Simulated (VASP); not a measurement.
# Sb (P6_3/mmc) in VASP: further runs, part 2 of 2

VASP 6.6.1. The steps go on from the part before.

### 4 Electric field gradients, LDA (volume scaled by 0.96)

Input file INCAR:

```
SYSTEM = Sb
PREC = Accurate
ENCUT = 520
EDIFF = 1E-8
ISMEAR = -1
SIGMA = 0.03
LREAL = .FALSE.
LASPH = .TRUE.
NELM = 80
ALGO = Normal
ISIF = 2
LWAVE = .FALSE.
LCHARG = .FALSE.
GGA = CA
LEFG = .TRUE.
NBANDS = 12
```

Input file KPOINTS:

```
Automatic mesh
0
G
  12 12 7
  0 0 0
```

Input file POSCAR:

```
Sb
1.0
    3.3234675684      0.0000000000      0.0000000000
   -1.6617337843      2.8782073429      0.0000000000
    0.0000000000      0.0000000000      5.2579641425
Sb
2
Direct
    0.3333333333      0.6666666667      0.2500000000
    0.6666666667      0.3333333333      0.7500000000
```

Potentials or basis: VASP PAW LDA potentials, release 64 (Sb).

Run with:

```console
$ cat potpaw_LDA.64/Sb/POTCAR > POTCAR
$ mpirun -np 1 vasp_std > vasp.out
```

OUTCAR:

```text
SYSTEM = Sb
   PREC = Accurate
   ENCUT = 520
   EDIFF = 1E-8
   ISMEAR = -1
   LREAL = .FALSE.
   LASPH = .TRUE.
   NELM = 80
   ISIF = 2
   GGA = CA

 ion  position               nearest neighbor table
   1  0.333  0.667  0.250-   2 3.25   2 3.25   2 3.25   2 3.25   2 3.25   2 3.25
   2  0.667  0.333  0.750-   1 3.25   1 3.25   1 3.25   1 3.25   1 3.25   1 3.25

  LATTYP: Found a hexagonal cell.
 ALAT       =     3.3234675684
 C/A-ratio  =     1.5820717471

  Lattice vectors:

 A1 = (   3.3234675684,   0.0000000000,   0.0000000000)
 A2 = (  -1.6617337843,   2.8782073429,   0.0000000000)
 A3 = (   0.0000000000,   0.0000000000,   5.2579641425)

Analysis of symmetry for initial positions (statically):
=====================================================================
 Subroutine PRICEL returns:
 Original cell was already a primitive cell.

 Routine SETGRP: Setting up the symmetry group for a
 hexagonal supercell.
[... 551 lines left out ...]
  volume of cell :       50.30
      direct lattice vectors                 reciprocal lattice vectors
     3.323467568  0.000000000  0.000000000     0.300890555  0.173719243  0.000000000
    -1.661733784  2.878207343  0.000000000     0.000000000  0.347438485  0.000000000
     0.000000000  0.000000000  5.257964142     0.000000000  0.000000000  0.190187680

 POSITION                                       TOTAL-FORCE (eV/Angst)
 -----------------------------------------------------------------------------------
     -0.00000      1.91880      1.31449        -0.000000      0.000000      0.000000
      1.66173      0.95940      3.94347         0.000000     -0.000000      0.000000
 -----------------------------------------------------------------------------------
    total drift:                               -0.000000      0.000000      0.000000

  FREE ENERGIE OF THE ION-ELECTRON SYSTEM (eV)
  ---------------------------------------------------
  free  energy   TOTEN  =        -9.1449591632 eV

  energy  without entropy=       -9.1413726432  energy(sigma->0) =       -9.14316590

 Electric field gradients (V/A^2)
---------------------------------------------------------------------
 ion       V_xx      V_yy      V_zz      V_xy      V_xz      V_yz
---------------------------------------------------------------------
   1     -10.846   -10.846    21.691    -0.000     0.000    -0.000
   2     -10.846   -10.846    21.691    -0.000    -0.000     0.000
---------------------------------------------------------------------

 Electric field gradients after diagonalization (V/A^2)
 (convention: |V_zz| > |V_xx| > |V_yy|)
----------------------------------------------------------------------
 ion       V_xx      V_yy      V_zz     asymmetry (V_yy - V_xx)/ V_zz
----------------------------------------------------------------------
   1     -10.846   -10.846    21.691       0.000
   2     -10.846   -10.846    21.691       0.000
----------------------------------------------------------------------

           NMR quadrupolar parameters

 Cq : quadrupolar parameter    Cq=e*Q*V_zz/h
 eta: asymmetry parameters     (V_yy - V_xx)/ V_zz
 Q  : nuclear electric quadrupole moment in mb (millibarn)
----------------------------------------------------------------------
 ion       Cq(MHz)       eta       Q (mb)
----------------------------------------------------------------------
   1       0.052       0.000       1.000
   2       0.052       0.000       1.000
----------------------------------------------------------------------
```

OSZICAR:

```text
N       E                     dE             d eps       ncg     rms          rms(c)
DAV:   1     0.352896211086E+02    0.35290E+02   -0.35862E+03  1824   0.668E+02
DAV:   2    -0.723878717537E+01   -0.42528E+02   -0.41138E+02  2436   0.110E+02
DAV:   3    -0.914398827513E+01   -0.19052E+01   -0.18678E+01  2304   0.264E+01
DAV:   4    -0.915858132479E+01   -0.14593E-01   -0.14591E-01  2124   0.280E+00
DAV:   5    -0.915873680085E+01   -0.15548E-03   -0.15548E-03  2160   0.316E-01    0.287E+00
DAV:   6    -0.914991421290E+01    0.88226E-02   -0.26261E-03  2080   0.230E-01    0.165E+00
DAV:   7    -0.914497970828E+01    0.49345E-02   -0.49590E-03  1956   0.316E-01    0.266E-02
DAV:   8    -0.914496034113E+01    0.19367E-04   -0.63035E-05  2168   0.561E-02    0.155E-02
DAV:   9    -0.914495952204E+01    0.81910E-06   -0.14987E-06  2072   0.888E-03    0.424E-03
DAV:  10    -0.914495918340E+01    0.33864E-06   -0.31948E-07  2068   0.288E-03    0.297E-03
DAV:  11    -0.914495916470E+01    0.18699E-07   -0.94252E-09  1568   0.665E-04    0.641E-05
DAV:  12    -0.914495916319E+01    0.15080E-08   -0.11752E-09  1176   0.254E-04
   1 F= -.91449592E+01 E0= -.91431659E+01  d E =-.358652E-02
```

Run time: 31 s. Hardware: 1 thread of Intel Xeon 6975P-C, shared host; peak memory 0.18 GiB.

Results:

* Free energy: -9.1450 eV
* Pressure: 1.7 GPa
* Band gap on the k mesh: zero (band 5 reaches 13.51 eV, above the bottom of band 6 at 6.27 eV)

Stress tensor (GPa, compression positive):
```
2.29 0.00 0.00
0.00 2.29 0.00
0.00 0.00 0.66
```

Levels at points of the mesh, in eV from the Fermi level:
```tsv
k point	band 3	band 4	band 5	band 6	band 7	band 8
(0.00, 0.00, 0.00)	-6.21	3.42	3.42	5.29	5.29	6.30
(0.50, 0.00, 0.00)	-4.33	-3.02	-2.53	-0.25	0.07	3.90
```

Electric field gradients, principal values (V/Å²):
```csv
atom,least,middle,greatest (by size)
1 Sb,-10.846,-10.846,21.691
2 Sb,-10.846,-10.846,21.691
```

Caveat: without QUAD_EFG the Cq values of the log hold for a quadrupole moment of 1 mb, not for the nuclei; spin-orbit coupling is left out, which moves the levels of the heavy elements.
